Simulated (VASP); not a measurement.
# SiNi2 (Amm2) in VASP: single point with PBEsol

Aim: the single point of SiNi2 with PBEsol.

Program: VASP 6.6.1. These are calculated values, not measurements. Logs are shortened: lines on timing, memory, paths and dates and some standing lists are left out, and cuts for length are marked.

## Step 1: The cell of the first run

Symmetry: Amm2, No. 38, orthorhombic system. The conventional cell has a = 4.917 Å, b = 3.868 Å, c = 6.700 Å, α = 90.00°, β = 90.00°, γ = 90.00°. Si (site symmetry mm2) has 11 Ni at 2.23 to 2.55 Å within 3.0 Å. Si (site symmetry mm2) has 11 Ni at 2.18 to 2.55 Å within 2.9 Å. Within 3.2 Å of Ni (site symmetry m) lie 8 Ni at 2.44 to 2.60 Å and 6 Si at 2.55 Å. Ni (site symmetry mm2) has 5 Si at 2.18 to 2.46 Å and 6 Ni at 2.44 to 2.60 Å within 2.9 Å. Ni (site symmetry mm2) has 5 Si at 2.23 to 2.46 Å and 6 Ni at 2.55 Å within 3.0 Å.

## Step 2: Single point, PBEsol (atom 5 (Ni) moved -0.120 Å towards its neighbour atom 2 (Si) at 2.233 Å)

The input, INCAR:

```
PREC = Accurate
ENCUT = 520
EDIFF = 1E-7
ISMEAR = 0
SIGMA = 0.15
LREAL = False
LASPH = True
NELM = 80
ALGO = Fast
ISIF = 2
LWAVE = False
LCHARG = True
GGA = PS
LELF = True
LVHAR = True
NBANDS = 33
```

The input, KPOINTS:

```
regular mesh
0
Gamma
  12 12 10
```

The input, POSCAR:

```
SiNi2
1.0
    3.8684636537      0.0000000000      0.0000000000
   -1.9342318269      3.3501877977      0.0000000000
    0.0000000000      0.0000000000      4.9169852589
Si Ni
2 4
Direct
    0.3333333333      0.6666666667      0.7500000000
    0.6666666667      0.3333333333      0.2500000000
    0.0000000000      0.0000000000      0.0000000000
    0.0000000000      0.0000000000      0.5000000000
    0.3691522209      0.6845761104      0.2500000000
    0.6666666667      0.3333333333      0.7500000000
```

Potentials or basis: VASP PAW PBE potentials, release 64 (Si, Ni).

Launch:

```console
cat potpaw_PBE.64/Si/POTCAR potpaw_PBE.64/Ni/POTCAR > POTCAR
mpirun -np 1 vasp_std > vasp.out
```

OUTCAR:

```text
PREC = Accurate
   ENCUT = 520
   EDIFF = 1E-7
   ISMEAR = 0
   LREAL = False
   LASPH = True
   NELM = 80
   ISIF = 2
   GGA = PS

 ion  position               nearest neighbor table
   1  0.333  0.667  0.750-   6 2.23   6 2.23   6 2.23   5 2.46   5 2.46   3 2.55   4 2.55   4 2.55
                             3 2.55   4 2.55   3 2.55
   2  0.667  0.333  0.250-   5 2.18   5 2.18   5 2.35   6 2.46   6 2.46   3 2.55   4 2.55   3 2.55
                             4 2.55   3 2.55   4 2.55
   3  0.000  0.000  0.000-   5 2.44   4 2.46   4 2.46   6 2.55   2 2.55   1 2.55   2 2.55   1 2.55
                             6 2.55   6 2.55   1 2.55   2 2.55   5 2.60   5 2.60
   4  0.000  0.000  0.500-   5 2.44   3 2.46   3 2.46   6 2.55   2 2.55   1 2.55   2 2.55   1 2.55
                             6 2.55   6 2.55   1 2.55   2 2.55   5 2.60   5 2.60
   5  0.369  0.685  0.250-   2 2.18   2 2.18   2 2.35   4 2.44   3 2.44   1 2.46   1 2.46   4 2.60
                             3 2.60   3 2.60   4 2.60
   6  0.667  0.333  0.750-   1 2.23   1 2.23   1 2.23   2 2.46   2 2.46   3 2.55   4 2.55   3 2.55
                             4 2.55   3 2.55   4 2.55

  LATTYP: Found a hexagonal cell.
 ALAT       =     3.8684636537
 C/A-ratio  =     1.2710434165

  Lattice vectors:

 A1 = (   3.8684636537,   0.0000000000,   0.0000000000)
 A2 = (  -1.9342318269,   3.3501877977,   0.0000000000)
 A3 = (   0.0000000000,   0.0000000000,   4.9169852589)

Analysis of symmetry for initial positions (statically):
=====================================================================
 Subroutine PRICEL returns:
 Original cell was already a primitive cell.

 Routine SETGRP: Setting up the symmetry group for a
 hexagonal supercell.

 Subroutine GETGRP returns: Found  4 space group operations
 (whereof  2 operations were pure point group operations)
 out of a pool of 24 trial point group operations.

The static configuration has the point symmetry C_1h.
 The point group associated with its full space group is C_2v.

Analysis of symmetry for dynamics (positions and initial velocities):
=====================================================================
 Subroutine PRICEL returns:
 Original cell was already a primitive cell.

 Routine SETGRP: Setting up the symmetry group for a
 hexagonal supercell.

 Subroutine GETGRP returns: Found  4 space group operations
 (whereof  2 operations were pure point group operations)
 out of a pool of 24 trial point group operations.

The dynamic configuration has the point symmetry C_1h.
 The point group associated with its full space group is C_2v.

 Subroutine INISYM returns: Found  4 space group operations
[... 111 lines left out ...]
   ISIF   =      2    stress and relaxation
   ISYM   =      2    0-nonsym 1-usesym 2-fastsym
   POTIM  = 0.5000    time-step for ionic-motion
   TEBEG  =    0.0;   TEEND  =   0.0 temperature during run
   PSTRESS=    0.0 pullay stress
   NELECT =      48.0000    total number of electrons
   NUPDOWN=      -1.0000    fix difference up-down
   EMIN   =  10.00;   EMAX   =-10.00  energy-range for DOS
   EFERMI =   0.00;   METHOD = LEGACY
   ISMEAR =     0;   SIGMA  =   0.15  broadening in eV -4-tet -1-fermi 0-gaus
   EFERMI_NEDOS =   21; number of points for ismear=-14 and -15
   IALGO  =     68    algorithm
   IMIX   =      4    mixing-type and parameters
     AMIX     =   0.40;   BMIX     =  1.00
     AMIX_MAG =   1.60;   BMIX_MAG =  1.00
  volume/ion in A,a.u.               =      10.62        71.67
  Fermi-wavevector in a.u.,A,eV,Ry     =   1.489543  2.814828 30.187769  2.218738
  Thomas-Fermi vector in A             =   2.602438
   LORBIT       =      0    0 simple, 1 ext, 2 COOP (PROOUT), +10 PAW based schemes
   GGA     = PS    functional components
   LHFCALC =     F    Hartree Fock is set to
   AEXX    =    0.0000 exact exchange contribution
   IVDW    =     0    specifies the selected vdW correction
   LEPSILON=     F    determine dielectric tensor
   LRPA    =     F    only Hartree local field effects (RPA)
 non-spin polarized calculation
 RMM-DIIS sequential band-by-band and
 Gauss-broadening in eV      SIGMA  =   0.15
  energy-cutoff  :      520.00
  volume of cell :       63.72
 maximum number of plane-waves:      1737
 NGX is ok and might be reduce to    30
   NGX = 15   NGY = 15   NGZ = 19

 number of electron      47.9999978 magnetization

 Free energy of the ion-electron system (eV)
  ---------------------------------------------------
  ext. energy  EPLUGINS =         0.00000000
  ---------------------------------------------------
  free energy    TOTEN  =       -39.47505421 eV

  energy without entropy =      -39.43610457  energy(sigma->0) =      -39.45557939

 E-fermi :  11.4062     XC(G=0): -13.2156

 val. band max:       11.4028538291   @ k =   0.1667   0.1667   0.4000
 cond. band min:      11.4064962156   @ k =   0.2500   0.1667   0.2000
 fundamental gap:      0.0036423866
 Fermi energy:        11.4062398110

 k-point     1 :       0.0000    0.0000    0.0000
  band No.  band energies     occupation
      1      -1.3968      2.00000
      2       3.1150      2.00000
      3       4.8099      2.00000
      4       6.1833      2.00000
      5       6.1982      2.00000
      6       7.3373      2.00000
[... 853 lines left out ...]
     32      18.7061      0.00000
     33      19.2502      0.00000

 [... further k-points ...]

------------------------ aborting loop because EDIFF is reached ----------------------------------------

  FORCE on cell =-STRESS in cart. coord.  units (eV):
  Direction    XX          YY          ZZ          XY          YZ          ZX
  --------------------------------------------------------------------------------------
  -------------------------------------------------------------------------------------
  Total        0.4484286      0.7084000      0.1063099     -0.2251419      0.0000000     -0.0000000
  in kB       11.2745002     17.8107652      2.6728694     -5.6605716      0.0000000     -0.0000000
  external PRESSURE =      10.5860449 kB  Pullay stress =       0.0000000 kB

 VOLUME and BASIS-vectors are now :
 -----------------------------------------------------------------------------
  energy-cutoff  :      520.00
  volume of cell :       63.72
      direct lattice vectors                 reciprocal lattice vectors
     3.868463654  0.000000000  0.000000000     0.258500555  0.149245365  0.000000000
    -1.934231827  3.350187798  0.000000000     0.000000000  0.298490730  0.000000000
     0.000000000  0.000000000  4.916985259     0.000000000  0.000000000  0.203376652

 POSITION                                       TOTAL-FORCE (eV/Angst)
 -----------------------------------------------------------------------------------
     -0.00000      2.23346      3.68774        -0.030556     -0.017641      0.000000
      1.93423      1.11673      1.22925         0.863639      0.498622      0.000000
      0.00000      0.00000      0.00000         0.297207      0.171593     -0.043824
      0.00000      0.00000      2.45849         0.297207      0.171593      0.043824
      0.10392      2.29346      1.22925        -1.383365     -0.798686      0.000000
      1.93423      1.11673      3.68774        -0.044132     -0.025479      0.000000
 -----------------------------------------------------------------------------------
    total drift:                               -0.000083     -0.000053     -0.000000

  FREE ENERGIE OF THE ION-ELECTRON SYSTEM (eV)
  ---------------------------------------------------
  free  energy   TOTEN  =       -39.4750542099 eV

  energy  without entropy=      -39.4361045697  energy(sigma->0) =      -39.45557939
```

stdout:

```text
POSCAR found type information on POSCAR SiNi
 POSCAR found :  2 types and       6 ions
 scaLAPACK will be used
 -----------------------------------------------------------------------------
|                                                                             |
|                                                                             |
|     You enforced a specific xc type in the INCAR file but a different       |
|     I HOPE YOU KNOW WHAT YOU ARE DOING!                                     |
|                                                                             |
 -----------------------------------------------------------------------------

 LDA part: xc-table for (Slater+PW92), standard interpolation
 POSCAR, INCAR and KPOINTS ok, starting setup
 FFT: planning ... GRIDC
 FFT: planning ... GRID_SOFT
 FFT: planning ... GRID
 WAVECAR not read
 entering main loop
```

It took 15 min on 1 thread of Intel Xeon Platinum 8259CL at 2.50GHz (Skylake/Cascade Lake), shared host; peak memory 0.5 GiB.

Results:

- Free energy: -39.4751 eV
- Pressure: 1.1 GPa
- Largest force: 1.597 eV/Å
- Band gap on the k mesh: zero (bands 24 and 25 overlap by 3.23 eV)

Forces on the atoms (eV/Å):
```
Si  -0.031 -0.018  0.000
Si   0.864  0.499  0.000
Ni   0.297  0.172 -0.044
Ni   0.297  0.172  0.044
Ni  -1.383 -0.799  0.000
Ni  -0.044 -0.025  0.000
```

Stress tensor (GPa, compression positive):
```
 1.13 -0.57  0.00
-0.57  1.78  0.00
 0.00  0.00  0.27
```

Levels at points of the mesh, in eV from the Fermi level:
```csv
k point,band 20,band 21,band 22,band 23,band 24,band 25,band 26,band 27,band 28,band 29
"(0.00, 0.00, 0.00)",-1.27,-0.71,-0.60,0.13,2.47,2.73,2.85,2.90,2.98,3.33
"(0.50, 0.00, 0.00)",-1.44,-1.40,-1.27,-1.19,-0.77,-0.53,1.35,1.99,2.95,3.76
"(0.00, 0.50, 0.00)",-1.57,-1.36,-1.24,-0.97,-0.69,-0.59,1.15,1.80,3.01,3.79
"(0.00, 0.00, 0.50)",-1.32,-1.25,-1.25,2.19,2.24,3.12,3.30,3.35,3.54,4.13
"(0.50, 0.00, 0.50)",-1.58,-1.37,-1.31,-0.89,-0.88,0.93,0.97,2.93,2.95,5.78
"(0.00, 0.50, 0.50)",-1.70,-1.30,-1.26,-0.97,-0.95,0.96,0.96,2.94,2.98,5.73
```

Caveat: the cell differs from its parent crystal (atom 5 (Ni) moved -0.120 Å towards its neighbour atom 2 (Si) at 2.233 Å); the PAW data sets were made with another functional, which shifts forces and pressure a little.
